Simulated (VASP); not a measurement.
# CsI (Pm-3m) in VASP: a series of runs, part 3 of 3

VASP 6.6.1.

## 6. Single point, PBE (volume scaled by 0.97)

INCAR

```
PREC = Accurate
ENCUT = 500
EDIFF = 1E-6
ISMEAR = 0
SIGMA = 0.02
LREAL = F
LASPH = T
NELM = 120
ALGO = Normal
ISIF = 2
LWAVE = F
LCHARG = F
GGA = PE
NBANDS = 15
GGA_COMPAT = F
```

KPOINTS

```
Automatic mesh
0
Gamma
  6 6 6
```

POSCAR

```
CsI
1.0
    4.6188808583      0.0000000000      0.0000000000
    0.0000000000      4.6188808583      0.0000000000
    0.0000000000      0.0000000000      4.6188808583
Cs I
1 1
Direct
    0.0000000000      0.0000000000      0.0000000000
    0.5000000000      0.5000000000      0.5000000000
```

Potentials or basis: VASP PAW PBE potentials, release 64 (Cs_sv, I).

Started as:

```
> cat potpaw_PBE.64/Cs_sv/POTCAR potpaw_PBE.64/I/POTCAR > POTCAR
> mpirun -np 1 vasp_std > vasp.out
```

OUTCAR:

```text
PREC = Accurate
   ENCUT = 500
   EDIFF = 1E-6
   ISMEAR = 0
   LREAL = F
   LASPH = T
   NELM = 120
   ISIF = 2
   GGA = PE

 ion  position               nearest neighbor table
   1  0.000  0.000  0.000-
   2  0.500  0.500  0.500-

  LATTYP: Found a simple cubic cell.
 ALAT       =     4.6188808583

  Lattice vectors:

 A1 = (   4.6188808583,   0.0000000000,   0.0000000000)
[... 537 lines left out ...]
     14       8.3181      0.00000
     15      10.2323      0.00000

------------------------ aborting loop because EDIFF is reached ----------------------------------------

  FORCE on cell =-STRESS in cart. coord.  units (eV):
  Direction    XX          YY          ZZ          XY          YZ          ZX
  --------------------------------------------------------------------------------------
  -------------------------------------------------------------------------------------
  Total        0.2196232      0.2196232      0.2196232      0.0000000      0.0000000     -0.0000000
  in kB        3.5709060      3.5709060      3.5709060      0.0000000      0.0000000     -0.0000000
  external PRESSURE =       3.5709060 kB  Pullay stress =       0.0000000 kB

 VOLUME and BASIS-vectors are now :
 -----------------------------------------------------------------------------
  energy-cutoff  :      500.00
  volume of cell :       98.54
      direct lattice vectors                 reciprocal lattice vectors
     4.618880858  0.000000000  0.000000000     0.216502662  0.000000000  0.000000000
     0.000000000  4.618880858  0.000000000     0.000000000  0.216502662  0.000000000
     0.000000000  0.000000000  4.618880858     0.000000000  0.000000000  0.216502662

 POSITION                                       TOTAL-FORCE (eV/Angst)
 -----------------------------------------------------------------------------------
      0.00000      0.00000      0.00000         0.000000      0.000000      0.000000
      2.30944      2.30944      2.30944         0.000000      0.000000      0.000000
 -----------------------------------------------------------------------------------
    total drift:                               -0.000000      0.000000      0.000000

  FREE ENERGIE OF THE ION-ELECTRON SYSTEM (eV)
  ---------------------------------------------------
  free  energy   TOTEN  =        -5.4391108224 eV

  energy  without entropy=       -5.4391108224  energy(sigma->0) =       -5.43911082
```

OSZICAR:

```text
N       E                     dE             d eps       ncg     rms          rms(c)
DAV:   1     0.844340711948E+02    0.84434E+02   -0.60378E+03   600   0.854E+02
DAV:   2     0.151580294857E+01   -0.82918E+02   -0.76620E+02   803   0.138E+02
DAV:   3    -0.549285802434E+01   -0.70087E+01   -0.69893E+01   824   0.447E+01
DAV:   4    -0.558503507093E+01   -0.92177E-01   -0.92170E-01   735   0.632E+00
DAV:   5    -0.558572943527E+01   -0.69436E-03   -0.69436E-03   859   0.505E-01    0.157E+00
DAV:   6    -0.546096705699E+01    0.12476E+00   -0.98999E-02   719   0.153E+00    0.110E+00
DAV:   7    -0.543517766318E+01    0.25789E-01   -0.10167E-01   754   0.152E+00    0.613E-01
DAV:   8    -0.543929862463E+01   -0.41210E-02   -0.13105E-02   642   0.612E-01    0.117E-01
DAV:   9    -0.543902162877E+01    0.27700E-03   -0.62475E-04   824   0.128E-01    0.523E-02
DAV:  10    -0.543911412805E+01   -0.92499E-04   -0.24689E-04   656   0.864E-02    0.365E-02
DAV:  11    -0.543910962243E+01    0.45056E-05   -0.12436E-05   740   0.170E-02    0.113E-02
DAV:  12    -0.543911080858E+01   -0.11861E-05   -0.38506E-06   691   0.128E-02    0.108E-03
DAV:  13    -0.543911082241E+01   -0.13837E-07   -0.99832E-08   510   0.210E-03
   1 F= -.54391108E+01 E0= -.54391108E+01  d E =-.197005E-11
```

stdout:

```text
POSCAR found type information on POSCAR CsI
 POSCAR found :  2 types and       2 ions
 scaLAPACK will be used
 LDA part: xc-table for (Slater+PW92), standard interpolation
 POSCAR, INCAR and KPOINTS ok, starting setup
 FFT: planning ... GRIDC
 FFT: planning ... GRID_SOFT
 FFT: planning ... GRID
 WAVECAR not read
 entering main loop
```

Wall time 35 s (1 thread of Intel Xeon 8259CL, shared host); peak memory 0.22 GiB.

Results:

```yaml
Free_energy: -5.4391 eV
Pressure: 0.4 GPa
Band_gap_on_the_k_mesh: 3.77 eV, indirect (least direct gap 3.86 eV)
```

Levels at points of the mesh, in eV from the valence-band top:
| k point | band 4 | band 5 | band 6 | band 7 | band 8 | band 9 | band 10 | band 11 | band 12 | band 13 |
| --- | --- | --- | --- | --- | --- | --- | --- | --- | --- | --- |
| (0.00, 0.00, 0.00) | -7.14 | -7.14 | -0.09 | -0.09 | -0.09 | 3.77 | 4.23 | 4.23 | 7.69 | 7.69 |
| (0.50, 0.00, 0.00) | -7.08 | -7.08 | -1.48 | -0.23 | -0.23 | 5.21 | 6.34 | 6.58 | 6.83 | 7.79 |
| (0.50, 0.50, 0.00) | -7.46 | -7.05 | -0.83 | -0.83 | 0.00 | 4.25 | 4.91 | 6.09 | 6.09 | 9.37 |
| (0.50, 0.50, 0.50) | -7.37 | -7.37 | -1.23 | -1.23 | -1.23 | 7.07 | 7.07 | 7.07 | 7.70 | 7.70 |

Caveat: spin-orbit coupling is left out, which moves the levels of the heavy elements. A k mesh can miss the band edges.

## 7. Summary

| task | cell | smearing | gap on the mesh (eV) | pressure (GPa) |
| --- | --- | --- | --- | --- |
| single point | a = 4.712 Å, 2 atoms | gaussian 0.02 eV | 3.59 | -0.2 |
| single point | a = 4.666 Å, 2 atoms | gaussian 0.01 eV | 3.68 | 0.0 |
| relaxation of cell and atoms | relaxed from a = 4.666 Å, 2 atoms | gaussian 0.01 eV | 3.67 | 0.0 |
| single point | a = 4.571 Å, 2 atoms | gaussian 0.02 eV | 3.87 | 0.8 |
| single point | a = 4.619 Å, 2 atoms | gaussian 0.02 eV | 3.77 | 0.4 |

Alike in all rows: level PBE; potentials or basis VASP PAW PBE potentials, release 64 (Cs_sv, I); no spin polarisation; k mesh 6 × 6 × 6; cutoff (eV) 500.

Caveats: spin-orbit coupling is left out, which moves the levels of the heavy elements.

Absolute energies hang on the potentials; compare differences alone.
